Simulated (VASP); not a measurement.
# C in VASP: a series of runs

C is run at these levels: PBE+D3(BJ); tasks: single point.

Everything below comes from runs of VASP 6.6.1. Logs are shortened: lines on timing, memory, paths and dates and some standing lists are left out, and cuts for length are marked.

## 1. The cell of the first run

The cell holds a slab with vacuum, 4 atoms: a = 2.466 Å, b = 2.466 Å, c = 17.500 Å, α = 90.00°, β = 90.00°, γ = 120.00°.

## 2. Single point, PBE+D3(BJ)

File INCAR:

```
ALGO = Normal ; DIPOL = 0.5 0.5 0.352
EDIFF = 1E-6 ; ENCUT = 520
GGA = PE ; IDIPOL = 3
ISIF = 2 ; ISMEAR = 0
IVDW = 12 ; LASPH = T
LCHARG = F ; LDIPOL = T
LREAL = F ; LWAVE = F
NBANDS = 16 ; NELM = 100
PREC = Accurate ; SIGMA = 0.1
```

File KPOINTS:

```
k-points
0
Gamma
  15 15 1
```

File POSCAR:

```
C
1.0
    2.4657189577      0.0000000000      0.0000000000
   -1.2328594788      2.1353752560      0.0000000000
    0.0000000000      0.0000000000     17.5000000000
C
4
Direct
    0.3333333333      0.6666666667      0.2571428571
    0.6666666667      0.3333333333      0.2571428571
    0.3333333333      1.0000000000      0.4462857143
    0.0000000000      1.3333333333      0.4462857143
```

Potentials or basis: VASP PAW PBE potentials, release 64 (C).

The run is started by

```bash
> cat potpaw_PBE.64/C/POTCAR > POTCAR
> mpirun -np 1 vasp_std > vasp.out
```

OUTCAR:

```text
EDIFF = 1E-6
   ENCUT = 520
   GGA = PE
   ISIF = 2
   ISMEAR = 0
   IVDW = 12
   LASPH = T
   LREAL = F
   NELM = 100
   PREC = Accurate
 IVDW          = 12

 ion  position               nearest neighbor table
   1  0.333  0.667  0.257-   2 1.42   2 1.42   2 1.42
   2  0.667  0.333  0.257-   1 1.42   1 1.42   1 1.42
   3  0.333  0.000  0.446-   4 1.42   4 1.42   4 1.42
   4  0.000  0.333  0.446-   3 1.42   3 1.42   3 1.42

  LATTYP: Found a hexagonal cell.
 ALAT       =     2.4657189577
 C/A-ratio  =     7.0973214305

  Lattice vectors:

 A1 = (   2.4657189577,   0.0000000000,   0.0000000000)
 A2 = (  -1.2328594788,   2.1353752560,   0.0000000000)
 A3 = (   0.0000000000,   0.0000000000,  17.5000000000)

Analysis of symmetry for initial positions (statically):
=====================================================================
 Subroutine PRICEL returns:
 Original cell was already a primitive cell.

 Routine SETGRP: Setting up the symmetry group for a
 hexagonal supercell.

 Subroutine GETGRP returns: Found  4 space group operations
 (whereof  2 operations were pure point group operations)
 out of a pool of 24 trial point group operations.

The static configuration has the point symmetry C_1h.
 The point group associated with its full space group is C_2h.

Analysis of symmetry for dynamics (positions and initial velocities):
=====================================================================
 Subroutine PRICEL returns:
 Original cell was already a primitive cell.

 Routine SETGRP: Setting up the symmetry group for a
 hexagonal supercell.

 Subroutine GETGRP returns: Found  4 space group operations
 (whereof  2 operations were pure point group operations)
 out of a pool of 24 trial point group operations.

The dynamic configuration has the point symmetry C_1h.
 The point group associated with its full space group is C_2h.

 Subroutine INISYM returns: Found  4 space group operations
 (whereof  2 operations are pure point group operations),
 and found     1 'primitive' translations

----------------------------------------------------------------------------------------

                                     Primitive cell

  volume of cell :      92.1416

  direct lattice vectors                    reciprocal lattice vectors
     2.465718958  0.000000000  0.000000000     0.405561225  0.234150882  0.000000000
    -1.232859479  2.135375256  0.000000000     0.000000000  0.468301764  0.000000000
     0.000000000  0.000000000 17.500000000     0.000000000  0.000000000  0.057142857

  length of vectors
     2.465718958  2.465718958 17.500000000     0.468301764  0.468301764  0.057142857

  position of ions in fractional coordinates (direct lattice)
     0.333333333  0.666666667  0.257142857
     0.666666667  0.333333333  0.257142857
     0.333333333  0.000000000  0.446285714
     1.000000000  0.333333333  0.446285714

  ion indices of the primitive-cell ions
   primitive index   ion index
                 1           1
                 2           2
                 3           3
                 4           4

----------------------------------------------------------------------------------------

 KPOINTS: k-points

Automatic generation of k-mesh.
 Grid dimensions read from file:
 generate k-points for:   15   15    1

 Generating k-lattice:

  Cartesian coordinates                     Fractional coordinates (reciprocal lattice)
     0.027037415  0.015610059  0.000000000     0.066666667  0.000000000  0.000000000
     0.000000000  0.031220118  0.000000000     0.000000000  0.066666667  0.000000000
     0.000000000  0.000000000  0.057142857     0.000000000  0.000000000  1.000000000

  Length of vectors
     0.031220118  0.031220118  0.057142857

  Shift w.r.t. Gamma in fractional coordinates (k-lattice)
     0.000000000  0.000000000  0.000000000

 Subroutine IBZKPT returns following result:
 ===========================================

 Found     64 irreducible k-points:

 Following reciprocal coordinates:
            Coordinates               Weight
  0.000000  0.000000  0.000000      1.000000
  0.066667  0.000000  0.000000      4.000000
 -0.066667  0.066667  0.000000      2.000000
  0.133333  0.000000  0.000000      4.000000
 -0.133333  0.133333  0.000000      2.000000
  0.200000  0.000000  0.000000      4.000000
[... 16 lines left out ...]
 -0.266667  0.200000  0.000000      4.000000
  0.266667  0.066667  0.000000      4.000000
 [... further k-points ...]
   k-points           NKPTS =     64   k-points in BZ     NKDIM =     64   number of bands    NBANDS=     16
   number of dos      NEDOS =    301   number of ions     NIONS =      4
   total plane-waves  NPLWV =  45360
   dimension x,y,z NGX =    18 NGY =   18 NGZ =  140
   dimension x,y,z NGXF=    36 NGYF=   36 NGZF=  280
   ions per type =               4
   NGX,Y,Z   is equivalent  to a cutoff of  12.14, 12.14, 13.30 a.u.
   NGXF,Y,Z  is equivalent  to a cutoff of  24.27, 24.27, 26.60 a.u.
 SYSTEM =  unknown system
   PREC   = accura    normal or accurate (medium, high low for compatibility)
   ISTART =      0    job   : 0-new  1-cont  2-samecut
   ICHARG =      2    charge: 1-file 2-atom 10-const
   ISPIN  =      1    spin polarized calculation?
   LNONCOLLINEAR =      F non collinear calculations
   LSORBIT =      F    spin-orbit coupling
   LASPH  =      T    aspherical Exc in radial PAW
   ENCUT  =  520.0 eV  38.22 Ry    6.18 a.u.   4.58  4.58 32.54*2*pi/ulx,y,z
   NELM   =    100;   NELMIN=  2; NELMDL= -5     # of ELM steps
   EDIFF  = 0.1E-05   stopping-criterion for ELM
   LREAL  =      F    real-space projection
   EDIFFG = 0.1E-04   stopping-criterion for IOM
   NSW    =      0    number of steps for IOM
   IBRION =     -1    ionic relax: 0-MD 1-quasi-New 2-CG
   NFREE  =      0    steps in history (QN), initial steepest desc. (CG)
   ISIF   =      2    stress and relaxation
   ISYM   =      2    0-nonsym 1-usesym 2-fastsym
   POTIM  = 0.5000    time-step for ionic-motion
   TEBEG  =    0.0;   TEEND  =   0.0 temperature during run
   PSTRESS=    0.0 pullay stress
   NELECT =      16.0000    total number of electrons
   NUPDOWN=      -1.0000    fix difference up-down
   EMIN   =  10.00;   EMAX   =-10.00  energy-range for DOS
   EFERMI =   0.00;   METHOD = LEGACY
   ISMEAR =     0;   SIGMA  =   0.10  broadening in eV -4-tet -1-fermi 0-gaus
   EFERMI_NEDOS =   21; number of points for ismear=-14 and -15
   IALGO  =     38    algorithm
   IMIX   =      4    mixing-type and parameters
     AMIX     =   0.40;   BMIX     =  1.00
     AMIX_MAG =   1.60;   BMIX_MAG =  1.00
  volume/ion in A,a.u.               =      23.04       155.45
  Fermi-wavevector in a.u.,A,eV,Ry     =   0.913334  1.725951 11.349690  0.834179
  Thomas-Fermi vector in A             =   2.037833
   LORBIT       =      0    0 simple, 1 ext, 2 COOP (PROOUT), +10 PAW based schemes
   GGA     = PE    functional components
   LHFCALC =     F    Hartree Fock is set to
   AEXX    =    0.0000 exact exchange contribution
   IVDW    =    12    specifies the selected vdW correction
   LEPSILON=     F    determine dielectric tensor
   LRPA    =     F    only Hartree local field effects (RPA)
 non-spin polarized calculation
 Gauss-broadening in eV      SIGMA  =   0.10
  energy-cutoff  :      520.00
  volume of cell :       92.14
 maximum number of plane-waves:      2521
   NGX =  9   NGY =  9   NGZ = 65

 dipolmoment           0.000000      0.000000      0.000222 electrons x Angstroem

 number of electron      15.9999998 magnetization

 dipolmoment           0.000000      0.000000     -0.000000 electrons x Angstroem

 Free energy of the ion-electron system (eV)
  ---------------------------------------------------
  ext. energy  EPLUGINS =         0.00000000
  ---------------------------------------------------
  free energy    TOTEN  =       -36.85958261 eV

  energy without entropy =      -36.85956997  energy(sigma->0) =      -36.85957629

 E-fermi :  -0.8456     XC(G=0):  -4.4224

 val. band max:       -1.0547359942   @ k =   0.3333   0.3333   0.0000
 cond. band min:      -0.6364679266   @ k =   0.3333   0.3333   0.0000
 fundamental gap:      0.4182680675
 Fermi energy:        -0.8455997086

 k-point     1 :       0.0000    0.0000    0.0000
  band No.  band energies     occupation
      1     -20.4384      2.00000
      2     -20.2706      2.00000
      3      -8.9598      2.00000
      4      -7.9156      2.00000
      5      -3.8747      2.00000
      6      -3.8742      2.00000
[... 8 lines left out ...]
     15       7.4675      0.00000
     16       7.4965      0.00000

 k-point     2 :       0.0667    0.0000    0.0000
  band No.  band energies     occupation
      1     -20.3327      2.00000
      2     -20.1661      2.00000
      3      -8.8326      2.00000
      4      -7.7925      2.00000
      5      -4.3016      2.00000
      6      -4.2859      2.00000
[... 8 lines left out ...]
     15       7.5496      0.00000
     16       7.9260      0.00000

 k-point     3 :      -0.0667    0.0667    0.0000
  band No.  band energies     occupation
      1     -20.3327      2.00000
      2     -20.1661      2.00000
      3      -8.8327      2.00000
      4      -7.7924      2.00000
      5      -4.3018      2.00000
      6      -4.2861      2.00000
[... 8 lines left out ...]
     15       7.5390      0.00000
     16       7.9187      0.00000
[... 362 lines left out ...]
 k-point    23 :      -0.2667    0.2000    0.0000
  band No.  band energies     occupation
      1     -19.0756      2.00000
      2     -18.9210      2.00000
      3      -7.8716      2.00000
      4      -7.8230      2.00000
      5      -7.3349      2.00000
      6      -6.3450      2.00000
[... 8 lines left out ...]
     15       7.5177      0.00000
     16       7.7438      0.00000

 k-point    24 :       0.2667    0.0667    0.0000
  band No.  band energies     occupation
      1     -18.2489      2.00000
      2     -18.1029      2.00000
      3      -9.5987      2.00000
      4      -9.5283      2.00000
      5      -6.6868      2.00000
      6      -6.6621      2.00000
[... 8 lines left out ...]
     15       7.5088      0.00000
     16       8.6886      0.00000

 [... further k-points ...]

------------------------ aborting loop because EDIFF is reached ----------------------------------------

 vacuum level on the upper side and lower side of the slab       (xc-potential included)        -0.113        -0.114

 Edisp (eV)   -0.48396

 E8    (eV) :    -0.1449

  FORCE on cell =-STRESS in cart. coord.  units (eV):
  Direction    XX          YY          ZZ          XY          YZ          ZX
  --------------------------------------------------------------------------------------
  -------------------------------------------------------------------------------------
  Total       0.07221     0.09713     0.17211     0.02158    -0.07058    -0.04075
  in kB       1.25557     1.68895     2.99272     0.37531    -1.22718    -0.70851
  external pressure =        1.98 kB  Pullay stress =        0.00 kB

 VOLUME and BASIS-vectors are now :
 -----------------------------------------------------------------------------
  energy-cutoff  :      520.00
  volume of cell :       92.14
      direct lattice vectors                 reciprocal lattice vectors
     2.465718958  0.000000000  0.000000000     0.405561225  0.234150882  0.000000000
    -1.232859479  2.135375256  0.000000000     0.000000000  0.468301764  0.000000000
     0.000000000  0.000000000 17.500000000     0.000000000  0.000000000  0.057142857

 POSITION                                       TOTAL-FORCE (eV/Angst)
 -----------------------------------------------------------------------------------
     -0.00000      1.42358      4.50000         0.004752      0.011470     -0.029825
      1.23286      0.71179      4.50000         0.007558      0.009851     -0.029825
      0.82191      0.00000      7.81000        -0.004752     -0.011470      0.029825
     -0.41095      0.71179      7.81000        -0.007558     -0.009851      0.029825
 -----------------------------------------------------------------------------------
    total drift:                               -0.000000     -0.000000     -0.000014

  FREE ENERGIE OF THE ION-ELECTRON SYSTEM (eV)
  ---------------------------------------------------
  free  energy   TOTEN  =       -37.3435451688 eV

  energy  without entropy=      -37.3435325237  energy(sigma->0) =      -37.34353885

 vacuum level on the upper side and lower side of the slab         3.392         3.392
```

Run time: 84 s. Hardware: 1 thread of Intel Xeon Platinum 8375C at 2.90GHz (Ice Lake), shared host; peak memory 0.24 GiB.

Results:

```yaml
Free_energy: -37.3435 eV
Largest_force: 0.032 eV/Å
Band_gap_on_the_k_mesh: 0.42 eV, direct
Dispersion_energy_per_atom: -0.121 eV
```

Forces in eV/Å, atoms in the order of the input:
```
C    0.005  0.011 -0.030
C    0.008  0.010 -0.030
C   -0.005 -0.011  0.030
C   -0.008 -0.010  0.030
```

Levels at points of the mesh, in eV from the valence-band top:
```tsv
k point	band 4	band 5	band 6	band 7	band 8	band 9	band 10	band 11	band 12	band 13
(0.00, 0.00, 0.00)	-6.86	-2.82	-2.82	-2.81	-2.81	3.65	4.09	5.02	6.75	7.00
```

## 3. Single point, PBE+D3(BJ)

File INCAR:

```
SYSTEM = C
ALGO = Normal ; DIPOL = 0.5 0.5 0.352
EDIFF = 1E-6 ; ENCUT = 520
GGA = PE ; IDIPOL = 3
ISIF = 2 ; ISMEAR = 0
IVDW = 12 ; LASPH = .True.
LCHARG = .True. ; LDIPOL = .True.
LELF = .True. ; LREAL = .False.
LVACPOTAV = .True. ; LVHAR = .True.
LWAVE = .False. ; NBANDS = 16
NELM = 80 ; PREC = Accurate
SIGMA = 0.1
```

File KPOINTS:

```
k-points
0
Gamma
  15 15 1
  0 0 0
```

Edit POSCAR of step 2 so:

```diff
@@ -10,3 +10,3 @@
     0.6666666667      0.3333333333      0.2571428571
-    0.3333333333      1.0000000000      0.4462857143
-    0.0000000000      1.3333333333      0.4462857143
+    0.3333333333      1.1666666667      0.4462857143
+    0.0000000000      1.5000000000      0.4462857143
```

Potentials or basis: VASP PAW PBE potentials, release 64 (C).

The run is started by

```bash
> cat potpaw_PBE.64/C/POTCAR > POTCAR
> mpirun -np 1 vasp_std > vasp.out
```

It took 92 s on 1 thread of Intel Xeon Platinum 8375C at 2.90GHz (Ice Lake), shared host; peak memory 0.23 GiB.

It converged, with:

```
Free energy                : -37.3407 eV
Largest force              : 0.041 eV/Å
Band gap on the k mesh     : 0.48 eV, direct
Dispersion energy per atom : -0.121 eV
```

Forces in eV/Å, atoms in the order of the input:
```
C    0.012  0.007 -0.038
C    0.013  0.008 -0.032
C   -0.012 -0.007  0.038
C   -0.013 -0.008  0.032
```

Levels at points of the mesh, in eV from the valence-band top:
| k point | band 4 | band 5 | band 6 | band 7 | band 8 | band 9 | band 10 | band 11 | band 12 | band 13 |
| --- | --- | --- | --- | --- | --- | --- | --- | --- | --- | --- |
| (0.00, 0.00, 0.00) | -6.83 | -2.79 | -2.79 | -2.78 | -2.78 | 3.68 | 4.12 | 5.05 | 6.78 | 7.03 |

## 4. Single point, PBE+D3(BJ)

File INCAR:

```
SYSTEM = C
ALGO = Normal
DIPOL = 0.5 0.5 0.352
EDIFF = 1E-7
ENCUT = 520
GGA = PE
IDIPOL = 3
ISIF = 2
ISMEAR = 0
IVDW = 12
LASPH = .True.
LCHARG = .False.
LDIPOL = .True.
LREAL = .False.
LWAVE = .False.
NBANDS = 16
NELM = 80
PREC = Accurate
SIGMA = 0.1
```

KPOINTS is that of step 3.

Edit POSCAR of step 3 so:

```diff
@@ -10,3 +10,3 @@
     0.6666666667      0.3333333333      0.2571428571
-    0.3333333333      1.1666666667      0.4462857143
-    0.0000000000      1.5000000000      0.4462857143
+    0.5000000000      1.3333333333      0.4462857143
+    0.1666666667      1.6666666667      0.4462857143
```

The run is started by

```bash
> cat potpaw_PBE.64/C/POTCAR > POTCAR
> mpirun -np 1 vasp_std > vasp.out
```

Wall time 93 s (1 thread of Intel Xeon Platinum 8375C at 2.90GHz (Ice Lake), shared host); peak memory 0.23 GiB.

The run converged. Its results:

| Property | Result |
| --- | --- |
| Free energy | -37.3316 eV |
| Largest force | 0.054 eV/Å |
| Band gap on the k mesh | 0.64 eV, direct |
| Dispersion energy per atom | -0.121 eV |

Forces in eV/Å, atoms in the order of the input:
```
C    0.014 -0.001 -0.052
C    0.014  0.001 -0.052
C   -0.014  0.001  0.052
C   -0.014 -0.001  0.052
```

Levels at points of the mesh, in eV from the valence-band top:
| k point | band 5 | band 6 | band 7 | band 8 | band 9 | band 10 | band 11 | band 12 |
| --- | --- | --- | --- | --- | --- | --- | --- | --- |
| (0.00, 0.00, 0.00) | -2.72 | -2.71 | -2.70 | -2.70 | 3.75 | 4.20 | 5.13 | 6.84 |
